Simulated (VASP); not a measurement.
# SnO (P4/nmm) in VASP: single point with PBE

Aim: the single point of SnO with PBE.

Everything below comes from runs of VASP 6.6.1. Logs are shortened: lines on timing, memory, paths and dates and some standing lists are left out, and cuts for length are marked.

## 1. The cell of the first run

It takes space group P4/nmm (No. 129, tetragonal). Conventional cell: a = 3.869 Å, b = 3.869 Å, c = 5.066 Å, α = 90.00°, β = 90.00°, γ = 90.00°. Within 3.0 Å of Sn (site symmetry 4mm) lie 4 O at 2.25 Å. Within 3.0 Å of O (site symmetry -4m2) lie 4 Sn at 2.25 Å and 4 O at 2.74 Å.

## 2. Single point, PBE

Input file INCAR:

```
PREC = Accurate
ENCUT = 520
EDIFF = 1E-6
ISMEAR = 0
SIGMA = 0.1
LREAL = F
LASPH = T
NELM = 80
ALGO = Normal
ISIF = 2
LWAVE = F
LCHARG = F
GGA = PE
NBANDS = 28
```

Input file KPOINTS:

```
Automatic mesh
0
Gamma
  12 12 10
```

Input file POSCAR:

```
SnO
1.0
    3.8685892681      0.0000000000      0.0000000000
    0.0000000000      3.8685892681      0.0000000000
    0.0000000000      0.0000000000      5.0662114612
Sn O
2 2
Direct
    0.5000000000      0.0000000000      0.2287524901
    0.0000000000      0.5000000000      0.7712475099
    0.0000000000      0.0000000000      0.0000000000
    0.5000000000      0.5000000000      0.0000000000
```

Potentials or basis: VASP PAW PBE potentials, release 64 (Sn_d, O).

Command:

```sh
$ cat potpaw_PBE.64/Sn_d/POTCAR potpaw_PBE.64/O/POTCAR > POTCAR
$ mpirun -np 1 vasp_std > vasp.out
```

OUTCAR:

```text
PREC = Accurate
   ENCUT = 520
   EDIFF = 1E-6
   ISMEAR = 0
   LREAL = F
   LASPH = T
   NELM = 80
   ISIF = 2
   GGA = PE

 ion  position               nearest neighbor table
   1  0.500  0.000  0.229-   3 2.25   4 2.25   4 2.25   3 2.25   2 3.59   2 3.59   2 3.59   2 3.59

   2  0.000  0.500  0.771-   3 2.25   4 2.25   3 2.25   4 2.25   1 3.59   1 3.59   1 3.59   1 3.59

   3  0.000  0.000  0.000-   1 2.25   2 2.25   2 2.25   1 2.25
   4  0.500  0.500  0.000-   1 2.25   2 2.25   1 2.25   2 2.25

  LATTYP: Found a simple tetragonal cell.
 ALAT       =     3.8685892681
 C/A-ratio  =     1.3095759488

  Lattice vectors:

 A1 = (   3.8685892681,   0.0000000000,   0.0000000000)
 A2 = (   0.0000000000,   3.8685892681,   0.0000000000)
 A3 = (   0.0000000000,   0.0000000000,   5.0662114612)

Analysis of symmetry for initial positions (statically):
=====================================================================
 Subroutine PRICEL returns:
 Original cell was already a primitive cell.

 Routine SETGRP: Setting up the symmetry group for a
 simple tetragonal supercell.

 Subroutine GETGRP returns: Found 16 space group operations
 (whereof  8 operations were pure point group operations)
 out of a pool of 16 trial point group operations.

The static configuration has the point symmetry D_2d.
 The point group associated with its full space group is D_4h.

Analysis of symmetry for dynamics (positions and initial velocities):
=====================================================================
 Subroutine PRICEL returns:
 Original cell was already a primitive cell.

 Routine SETGRP: Setting up the symmetry group for a
 simple tetragonal supercell.

 Subroutine GETGRP returns: Found 16 space group operations
 (whereof  8 operations were pure point group operations)
 out of a pool of 16 trial point group operations.

The dynamic configuration has the point symmetry D_2d.
 The point group associated with its full space group is D_4h.

 Subroutine INISYM returns: Found 16 space group operations
 (whereof  8 operations are pure point group operations),
 and found     1 'primitive' translations

----------------------------------------------------------------------------------------

[... 93 lines left out ...]
   LASPH  =      T    aspherical Exc in radial PAW
   ENCUT  =  520.0 eV  38.22 Ry    6.18 a.u.   7.19  7.19  9.42*2*pi/ulx,y,z
   NELM   =     80;   NELMIN=  2; NELMDL= -5     # of ELM steps
   EDIFF  = 0.1E-05   stopping-criterion for ELM
   LREAL  =      F    real-space projection
   EDIFFG = 0.1E-04   stopping-criterion for IOM
   NSW    =      0    number of steps for IOM
   IBRION =     -1    ionic relax: 0-MD 1-quasi-New 2-CG
   NFREE  =      0    steps in history (QN), initial steepest desc. (CG)
   ISIF   =      2    stress and relaxation
   ISYM   =      2    0-nonsym 1-usesym 2-fastsym
   POTIM  = 0.5000    time-step for ionic-motion
   TEBEG  =    0.0;   TEEND  =   0.0 temperature during run
   PSTRESS=    0.0 pullay stress
   NELECT =      40.0000    total number of electrons
   NUPDOWN=      -1.0000    fix difference up-down
   EMIN   =  10.00;   EMAX   =-10.00  energy-range for DOS
   EFERMI =   0.00;   METHOD = LEGACY
   ISMEAR =     0;   SIGMA  =   0.10  broadening in eV -4-tet -1-fermi 0-gaus
   EFERMI_NEDOS =   21; number of points for ismear=-14 and -15
   IALGO  =     38    algorithm
   IMIX   =      4    mixing-type and parameters
     AMIX     =   0.40;   BMIX     =  1.00
     AMIX_MAG =   1.60;   BMIX_MAG =  1.00
  volume/ion in A,a.u.               =      18.96       127.92
  Fermi-wavevector in a.u.,A,eV,Ry     =   1.322814  2.499755 23.807961  1.749836
  Thomas-Fermi vector in A             =   2.452467
   LORBIT       =      0    0 simple, 1 ext, 2 COOP (PROOUT), +10 PAW based schemes
   GGA     = PE    functional components
   LHFCALC =     F    Hartree Fock is set to
   AEXX    =    0.0000 exact exchange contribution
   IVDW    =     0    specifies the selected vdW correction
   LEPSILON=     F    determine dielectric tensor
   LRPA    =     F    only Hartree local field effects (RPA)
 non-spin polarized calculation
 Gauss-broadening in eV      SIGMA  =   0.10
  energy-cutoff  :      520.00
  volume of cell :       75.82
 maximum number of plane-waves:      2064
 NGX is ok and might be reduce to    30
   NGX = 15   NGY = 15   NGZ = 19

 number of electron      39.9999994 magnetization

 Free energy of the ion-electron system (eV)
  ---------------------------------------------------
  ext. energy  EPLUGINS =         0.00000000
  ---------------------------------------------------
  free energy    TOTEN  =       -22.72594413 eV

  energy without entropy =      -22.72594358  energy(sigma->0) =      -22.72594385

 E-fermi :   6.3999     XC(G=0):  -9.8216

 val. band max:        6.1348106443   @ k =   0.0833   0.0000   0.0000
 cond. band min:       6.6387057034   @ k =   0.5000   0.5000   0.0000
 fundamental gap:      0.5038950592
 Fermi energy:         6.3999394614

 k-point     1 :       0.0000    0.0000    0.0000
  band No.  band energies     occupation
      1     -15.6088      2.00000
      2     -15.2449      2.00000
      3     -15.2401      2.00000
      4     -15.2401      2.00000
      5     -15.2107      2.00000
      6     -15.1961      2.00000
[... 733 lines left out ...]
     27      13.2445      0.00000
     28      13.6873      0.00000

 [... further k-points ...]

------------------------ aborting loop because EDIFF is reached ----------------------------------------

  FORCE on cell =-STRESS in cart. coord.  units (eV):
  Direction    XX          YY          ZZ          XY          YZ          ZX
  --------------------------------------------------------------------------------------
  -------------------------------------------------------------------------------------
  Total        0.0771757      0.0771757      0.1085487      0.0000000      0.0000000      0.0000000
  in kB        1.6308080      1.6308080      2.2937536      0.0000000      0.0000000      0.0000000
  external PRESSURE =       1.8517899 kB  Pullay stress =       0.0000000 kB

 VOLUME and BASIS-vectors are now :
 -----------------------------------------------------------------------------
  energy-cutoff  :      520.00
  volume of cell :       75.82
      direct lattice vectors                 reciprocal lattice vectors
     3.868589268  0.000000000  0.000000000     0.258492161  0.000000000  0.000000000
     0.000000000  3.868589268  0.000000000     0.000000000  0.258492161  0.000000000
     0.000000000  0.000000000  5.066211461     0.000000000  0.000000000  0.197386155

 POSITION                                       TOTAL-FORCE (eV/Angst)
 -----------------------------------------------------------------------------------
      1.93429      0.00000      1.15891        -0.000000     -0.000000      0.076790
      0.00000      1.93429      3.90730         0.000000     -0.000000     -0.076790
      0.00000      0.00000      0.00000         0.000000     -0.000000     -0.000000
      1.93429      1.93429      0.00000         0.000000      0.000000     -0.000000
 -----------------------------------------------------------------------------------
    total drift:                                0.000000      0.000000     -0.000000

  FREE ENERGIE OF THE ION-ELECTRON SYSTEM (eV)
  ---------------------------------------------------
  free  energy   TOTEN  =       -22.7259441308 eV

  energy  without entropy=      -22.7259435784  energy(sigma->0) =      -22.72594385
```

stdout:

```text
POSCAR found type information on POSCAR SnO
 POSCAR found :  2 types and       4 ions
 scaLAPACK will be used
 LDA part: xc-table for (Slater+PW92), standard interpolation
 POSCAR, INCAR and KPOINTS ok, starting setup
 FFT: planning ... GRIDC
 FFT: planning ... GRID_SOFT
 FFT: planning ... GRID
 WAVECAR not read
 entering main loop
```

Wall time 4.5 min (1 thread of Intel Xeon Platinum 8259CL at 2.50GHz (Skylake/Cascade Lake), shared host); peak memory 0.39 GiB.

What came out:

* Free energy: -22.7259 eV
* Pressure: 0.2 GPa
* Largest force: 0.077 eV/Å
* Band gap on the k mesh: 0.50 eV (least direct gap 1.91 eV)

Forces on the atoms (eV/Å):
```
Sn   0.000  0.000  0.077
Sn   0.000  0.000 -0.077
O    0.000  0.000  0.000
O    0.000  0.000  0.000
```

Levels at points of the mesh, in eV from the valence-band top:
| k point | band 18 | band 19 | band 20 | band 21 | band 22 | band 23 |
| --- | --- | --- | --- | --- | --- | --- |
| (0.00, 0.00, 0.00) | -2.88 | -2.88 | 0.00 | 1.91 | 4.06 | 4.92 |
| (0.50, 0.00, 0.00) | -4.47 | -2.33 | -2.33 | 3.04 | 3.04 | 5.68 |
| (0.50, 0.50, 0.00) | -2.24 | -1.74 | -1.74 | 0.50 | 0.50 | 4.56 |
| (0.00, 0.00, 0.50) | -2.90 | -2.90 | -1.94 | 1.72 | 3.31 | 3.31 |
| (0.50, 0.00, 0.50) | -4.45 | -1.53 | -1.53 | 2.47 | 2.47 | 5.56 |
| (0.50, 0.50, 0.50) | -2.35 | -2.25 | -2.25 | 2.61 | 2.61 | 3.75 |

Caveat: spin-orbit coupling is left out, which moves the levels of the heavy elements.
